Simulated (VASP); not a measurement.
# Ti (P6_3/mmc) in VASP: a series of runs

Ti is run at these levels: LDA; tasks: single point, relaxation of volume and atoms at fixed shape.

All numbers are computed with VASP 6.6.1; they aren't measurements. Logs are shortened: lines on timing, memory, paths and dates and some standing lists are left out, and cuts for length are marked.

### Step 1. The cell of the first run

Symmetry: P6_3/mmc, No. 194, hexagonal system. Conventional cell: a = 2.862 Å, b = 2.862 Å, c = 4.541 Å, α = 90.00°, β = 90.00°, γ = 120.00°. Ti (site symmetry -6m2) has 12 Ti at 2.81 to 2.86 Å within 3.7 Å.

### Step 2. Single point, LDA

Input file INCAR:

```
SYSTEM = Ti
PREC = Accurate ; ENCUT = 520
EDIFF = 1E-6 ; ISMEAR = 1
SIGMA = 0.02 ; LREAL = .FALSE.
LASPH = .TRUE. ; NELM = 100
ALGO = Normal ; ISIF = 2
LWAVE = .FALSE. ; LCHARG = .TRUE.
GGA = CA ; LELF = .TRUE.
LVHAR = .TRUE. ; NBANDS = 19
```

Input file KPOINTS:

```
Automatic mesh
0
G
  18 18 10
  0 0 0
```

Input file POSCAR:

```
Ti
1.0
    2.8621494954      0.0000000000      0.0000000000
   -1.4310747477      2.4786941724      0.0000000000
    0.0000000000      0.0000000000      4.5406347769
Ti
2
Direct
    0.3333333333      0.6666666667      0.2500000000
    0.6666666667      0.3333333333      0.7500000000
```

Potentials or basis: VASP PAW LDA potentials, release 64 (Ti_sv).

On the command line:

```
$ cat potpaw_LDA.64/Ti_sv/POTCAR > POTCAR
$ mpirun -np 1 vasp_std > vasp.out
```

OUTCAR:

```text
SYSTEM = Ti
   PREC = Accurate
   ENCUT = 520
   EDIFF = 1E-6
   ISMEAR = 1
   LREAL = .FALSE.
   LASPH = .TRUE.
   NELM = 100
   ISIF = 2
   GGA = CA

 ion  position               nearest neighbor table
   1  0.333  0.667  0.250-   2 2.81   2 2.81   2 2.81   2 2.81   2 2.81   2 2.81
   2  0.667  0.333  0.750-   1 2.81   1 2.81   1 2.81   1 2.81   1 2.81   1 2.81

  LATTYP: Found a hexagonal cell.
 ALAT       =     2.8621494954
 C/A-ratio  =     1.5864422121

  Lattice vectors:

 A1 = (   2.8621494954,   0.0000000000,   0.0000000000)
 A2 = (  -1.4310747477,   2.4786941724,   0.0000000000)
 A3 = (   0.0000000000,   0.0000000000,   4.5406347769)

Analysis of symmetry for initial positions (statically):
=====================================================================
 Subroutine PRICEL returns:
 Original cell was already a primitive cell.

 Routine SETGRP: Setting up the symmetry group for a
 hexagonal supercell.

 Subroutine GETGRP returns: Found 24 space group operations
 (whereof 12 operations were pure point group operations)
 out of a pool of 24 trial point group operations.

The static configuration has the point symmetry D_3d.
 The point group associated with its full space group is D_6h.

Analysis of symmetry for dynamics (positions and initial velocities):
=====================================================================
 Subroutine PRICEL returns:
 Original cell was already a primitive cell.

 Routine SETGRP: Setting up the symmetry group for a
 hexagonal supercell.

 Subroutine GETGRP returns: Found 24 space group operations
 (whereof 12 operations were pure point group operations)
 out of a pool of 24 trial point group operations.

The dynamic configuration has the point symmetry D_3d.
 The point group associated with its full space group is D_6h.

 Subroutine INISYM returns: Found 24 space group operations
 (whereof 12 operations are pure point group operations),
 and found     1 'primitive' translations

----------------------------------------------------------------------------------------

                                     Primitive cell

  volume of cell :      32.2130

  direct lattice vectors                    reciprocal lattice vectors
     2.862149495  0.000000000  0.000000000     0.349387760  0.201719117  0.000000000
    -1.431074748  2.478694172  0.000000000     0.000000000  0.403438234  0.000000000
     0.000000000  0.000000000  4.540634777     0.000000000  0.000000000  0.220233524

  length of vectors
     2.862149495  2.862149495  4.540634777     0.403438234  0.403438234  0.220233524

  position of ions in fractional coordinates (direct lattice)
     0.333333333  0.666666667  0.250000000
     0.666666667  0.333333333  0.750000000

  ion indices of the primitive-cell ions
   primitive index   ion index
                 1           1
                 2           2

----------------------------------------------------------------------------------------

 KPOINTS: Automatic mesh

Automatic generation of k-mesh.
 Grid dimensions read from file:
 generate k-points for:   18   18   10

 Generating k-lattice:

  Cartesian coordinates                     Fractional coordinates (reciprocal lattice)
     0.019410431  0.011206618  0.000000000     0.055555556  0.000000000  0.000000000
     0.000000000  0.022413235  0.000000000     0.000000000  0.055555556  0.000000000
     0.000000000  0.000000000  0.022023352     0.000000000  0.000000000  0.100000000

  Length of vectors
     0.022413235  0.022413235  0.022023352

  Shift w.r.t. Gamma in fractional coordinates (k-lattice)
     0.000000000  0.000000000  0.000000000

 Subroutine IBZKPT returns following result:
 ===========================================

 Found    222 irreducible k-points:

 Following reciprocal coordinates:
            Coordinates               Weight
  0.000000  0.000000  0.000000      1.000000
  0.055556 -0.000000  0.000000      6.000000
  0.111111 -0.000000  0.000000      6.000000
  0.166667  0.000000  0.000000      6.000000
  0.222222 -0.000000  0.000000      6.000000
  0.277778 -0.000000  0.000000      6.000000
[... 16 lines left out ...]
  0.333333  0.111111  0.000000     12.000000
  0.388889  0.111111  0.000000     12.000000
 [... further k-points ...]
   k-points           NKPTS =    222   k-points in BZ     NKDIM =    222   number of bands    NBANDS=     19
   number of dos      NEDOS =    301   number of ions     NIONS =      2
   total plane-waves  NPLWV =  20736
   dimension x,y,z NGX =    24 NGY =   24 NGZ =   36
   dimension x,y,z NGXF=    48 NGYF=   48 NGZF=   72
   ions per type =               2
   NGX,Y,Z   is equivalent  to a cutoff of  13.94, 13.94, 13.18 a.u.
   NGXF,Y,Z  is equivalent  to a cutoff of  27.88, 27.88, 26.36 a.u.
 SYSTEM =  Ti
   PREC   = accura    normal or accurate (medium, high low for compatibility)
   ISTART =      0    job   : 0-new  1-cont  2-samecut
   ICHARG =      2    charge: 1-file 2-atom 10-const
   ISPIN  =      1    spin polarized calculation?
   LNONCOLLINEAR =      F non collinear calculations
   LSORBIT =      F    spin-orbit coupling
   LASPH  =      T    aspherical Exc in radial PAW
   ENCUT  =  520.0 eV  38.22 Ry    6.18 a.u.   5.32  5.32  8.44*2*pi/ulx,y,z
   NELM   =    100;   NELMIN=  2; NELMDL= -5     # of ELM steps
   EDIFF  = 0.1E-05   stopping-criterion for ELM
   LREAL  =      F    real-space projection
   EDIFFG = 0.1E-04   stopping-criterion for IOM
   NSW    =      0    number of steps for IOM
   IBRION =     -1    ionic relax: 0-MD 1-quasi-New 2-CG
   NFREE  =      0    steps in history (QN), initial steepest desc. (CG)
   ISIF   =      2    stress and relaxation
   ISYM   =      2    0-nonsym 1-usesym 2-fastsym
   POTIM  = 0.5000    time-step for ionic-motion
   TEBEG  =    0.0;   TEEND  =   0.0 temperature during run
   PSTRESS=    0.0 pullay stress
   NELECT =      24.0000    total number of electrons
   NUPDOWN=      -1.0000    fix difference up-down
   EMIN   =  10.00;   EMAX   =-10.00  energy-range for DOS
   EFERMI =   0.00;   METHOD = LEGACY
   ISMEAR =     1;   SIGMA  =   0.02  broadening in eV -4-tet -1-fermi 0-gaus
   EFERMI_NEDOS =   21; number of points for ismear=-14 and -15
   IALGO  =     38    algorithm
   IMIX   =      4    mixing-type and parameters
     AMIX     =   0.40;   BMIX     =  1.00
     AMIX_MAG =   1.60;   BMIX_MAG =  1.00
  volume/ion in A,a.u.               =      16.11       108.69
  Fermi-wavevector in a.u.,A,eV,Ry     =   1.484116  2.804573 29.968213  2.202602
  Thomas-Fermi vector in A             =   2.597693
   LORBIT       =      0    0 simple, 1 ext, 2 COOP (PROOUT), +10 PAW based schemes
   GGA     = CA    functional components
   LHFCALC =     F    Hartree Fock is set to
   AEXX    =    0.0000 exact exchange contribution
   IVDW    =     0    specifies the selected vdW correction
   LEPSILON=     F    determine dielectric tensor
   LRPA    =     F    only Hartree local field effects (RPA)
 non-spin polarized calculation
 Methfessel and Paxton  Order N= 1 SIGMA  =   0.02
  energy-cutoff  :      520.00
  volume of cell :       32.21
 maximum number of plane-waves:       884
 NGX is ok and might be reduce to    24
   NGX = 11   NGY = 11   NGZ = 17

 number of electron      24.0000004 magnetization

 Free energy of the ion-electron system (eV)
  ---------------------------------------------------
  ext. energy  EPLUGINS =         0.00000000
  ---------------------------------------------------
  free energy    TOTEN  =       -17.10027480 eV

  energy without entropy =      -17.10018342  energy(sigma->0) =      -17.10024434

 E-fermi :   8.9155     XC(G=0): -12.1505

 val. band max:        8.9154021373   @ k =   0.0556  -0.0000   0.3000
 cond. band min:       8.9253013610   @ k =   0.0556   0.0556   0.2000
 fundamental gap:      0.0098992237
 Fermi energy:         8.9154762892

 k-point     1 :       0.0000    0.0000    0.0000
  band No.  band energies     occupation
      1     -47.1391      2.00000
      2     -46.9446      2.00000
      3     -24.2132      2.00000
      4     -23.3789      2.00000
      5     -23.3789      2.00000
      6     -23.2859      2.00000
[... 11 lines left out ...]
     18      10.6319      0.00000
     19      12.3318      0.00000

 k-point     2 :       0.0556   -0.0000    0.0000
  band No.  band energies     occupation
      1     -47.1347      2.00000
      2     -46.9428      2.00000
      3     -24.2042      2.00000
      4     -23.3976      2.00000
      5     -23.3852      2.00000
      6     -23.2896      2.00000
[... 11 lines left out ...]
     18      10.5766      0.00000
     19      12.3623      0.00000

 k-point     3 :       0.1111   -0.0000    0.0000
  band No.  band energies     occupation
      1     -47.1220      2.00000
      2     -46.9378      2.00000
      3     -24.1780      2.00000
      4     -23.4517      2.00000
      5     -23.4028      2.00000
      6     -23.3251      2.00000
[... 11 lines left out ...]
     18      10.4889      0.00000
     19      12.4388      0.00000

 k-point     4 :       0.1667    0.0000    0.0000
  band No.  band energies     occupation
      1     -47.1021      2.00000
      2     -46.9305      2.00000
      3     -24.1360      2.00000
      4     -23.5349      2.00000
      5     -23.4291      2.00000
      6     -23.4085      2.00000
[... 407 lines left out ...]
     18      12.4817      0.00000
     19      12.6670      0.00000

 k-point    23 :       0.3333    0.1111    0.0000
  band No.  band energies     occupation
      1     -46.9885      2.00000
      2     -46.9058      2.00000
      3     -23.9183      2.00000
      4     -23.8640      2.00000
      5     -23.7797      2.00000
      6     -23.5740      2.00000
[... 11 lines left out ...]
     18      12.6900      0.00000
     19      13.0308      0.00000

 k-point    24 :       0.3889    0.1111    0.0000
  band No.  band energies     occupation
      1     -46.9705      2.00000
      2     -46.9069      2.00000
      3     -23.9695      2.00000
      4     -23.8135      2.00000
      5     -23.8114      2.00000
      6     -23.5983      2.00000
[... 11 lines left out ...]
     18      12.7027      0.00000
     19      13.5846      0.00000

 [... further k-points ...]

------------------------ aborting loop because EDIFF is reached ----------------------------------------

  FORCE on cell =-STRESS in cart. coord.  units (eV):
  Direction    XX          YY          ZZ          XY          YZ          ZX
  --------------------------------------------------------------------------------------
  -------------------------------------------------------------------------------------
  Total       -0.0079678     -0.0079678     -0.0845716      0.0000000     -0.0000000      0.0000000
  in kB       -0.3962925     -0.3962925     -4.2063275      0.0000000     -0.0000000      0.0000000
  external PRESSURE =      -1.6663042 kB  Pullay stress =       0.0000000 kB

 VOLUME and BASIS-vectors are now :
 -----------------------------------------------------------------------------
  energy-cutoff  :      520.00
  volume of cell :       32.21
      direct lattice vectors                 reciprocal lattice vectors
     2.862149495  0.000000000  0.000000000     0.349387760  0.201719117  0.000000000
    -1.431074748  2.478694172  0.000000000     0.000000000  0.403438234  0.000000000
     0.000000000  0.000000000  4.540634777     0.000000000  0.000000000  0.220233524

 POSITION                                       TOTAL-FORCE (eV/Angst)
 -----------------------------------------------------------------------------------
     -0.00000      1.65246      1.13516         0.000000     -0.000000      0.000000
      1.43107      0.82623      3.40548        -0.000000      0.000000      0.000000
 -----------------------------------------------------------------------------------
    total drift:                               -0.000000      0.000000     -0.000000

  FREE ENERGIE OF THE ION-ELECTRON SYSTEM (eV)
  ---------------------------------------------------
  free  energy   TOTEN  =       -17.1002747965 eV

  energy  without entropy=      -17.1001834228  energy(sigma->0) =      -17.10024434
```

Wall time 47 s (1 thread of Intel Xeon 6975P-C (Granite Rapids), shared host); peak memory 0.22 GiB.

Results:

```yaml
Free_energy: -17.1003 eV
Pressure: -0.2 GPa
Band_gap_on_the_k_mesh: zero (band 12 reaches 9.76 eV, above the bottom of band 13 at 8.61 eV)
```

### Step 3. Relaxation of volume and atoms at fixed shape, LDA

This run uses another cell than the first one, of 17.64 Å³/atom, 1.095 times its volume.

Input file INCAR:

```
ALGO = Normal
EDIFF = 1E-6
EDIFFG = -0.01
ENCUT = 600
GGA = CA
IBRION = 2
ISIF = 8
ISMEAR = 1
LASPH = T
LCHARG = F
LREAL = F
LWAVE = F
NELM = 60
NSW = 80
PREC = Accurate
SIGMA = 0.02
```

Input file KPOINTS:

```
k-points
0
Gamma
  18 18 10
```

Input file POSCAR:

```
Ti
1.0
    2.9500000000      0.0000000000      0.0000000000
   -1.4750000000      2.5547700000      0.0000000000
    0.0000000000      0.0000000000      4.6800000000
Ti
2
Direct
    0.3333333333      0.6666666667      0.2500000000
    0.6666666667      0.3333333333      0.7500000000
```

Potentials or basis: VASP PAW LDA potentials, release 64 (Ti_sv).

On the command line:

```
$ cat potpaw_LDA.64/Ti_sv/POTCAR > POTCAR
$ mpirun -np 1 vasp_std > vasp.out
```

It took 2.4 min on 1 thread of Intel Xeon 6975P-C (Granite Rapids), shared host; peak memory 0.25 GiB.

The run converged. Its results:

```
Free energy                            : -17.1007 eV
Relaxed volume                         : 16.06 Å³/atom
Relaxed cell                           : a = 2.860 Å, b = 2.860 Å, c = 4.537 Å, α = 90.00°, β = 90.00°, γ = 120.00°
Space group after relaxing (to 0.05 Å) : P6_3/mmc (No. 194)
Energy gained by relaxing              : 51.3 meV/atom
Ionic steps                            : 4
Pressure after relaxing                : 0.1 GPa
Band gap on the k mesh                 : zero (band 12 reaches 9.79 eV, above the bottom of band 13 at 8.64 eV)
```

Stress tensor (GPa, compression positive):
```
 0.19  0.00  0.00
 0.00  0.19  0.00
 0.00  0.00 -0.22
```

The path:
```csv
step,energy change (eV),largest force (eV/Å),pressure (GPa),volume (Å³)
1,0.0000,0.0000,-9.90,35.27
2,-0.0391,0.0000,9.87,30.00
3,-0.1027,0.0000,-0.10,32.19
4,-0.1027,0.0000,0.05,32.13
```

Final structure:
```
CELL_PARAMETERS angstrom
2.85966 0.00000 0.00000
-1.42983 2.47654 0.00000
0.00000 0.00000 4.53669
ATOMIC_POSITIONS crystal
Ti 0.33333 0.66667 0.25000
Ti 0.66667 0.33333 0.75000
```

Levels at points of the mesh, in eV from the Fermi level:
```
           k point  band 8  band 9  band 10  band 11  band 12  band 13  band 14  band 15  band 16
(0.00, 0.00, 0.00)  -32.16   -6.30    -2.88     0.78     0.78     0.91     1.10     1.34     1.34
(0.50, 0.00, 0.00)  -32.25   -2.42    -2.40    -2.07    -0.45     0.45     0.68     1.27     3.67
(0.00, 0.00, 0.50)  -32.22   -4.34    -4.34     0.08     0.08     0.68     0.68     0.68     0.68
(0.50, 0.00, 0.50)  -32.37   -2.76    -2.76    -0.93    -0.93     1.62     1.62     1.84     1.84
```
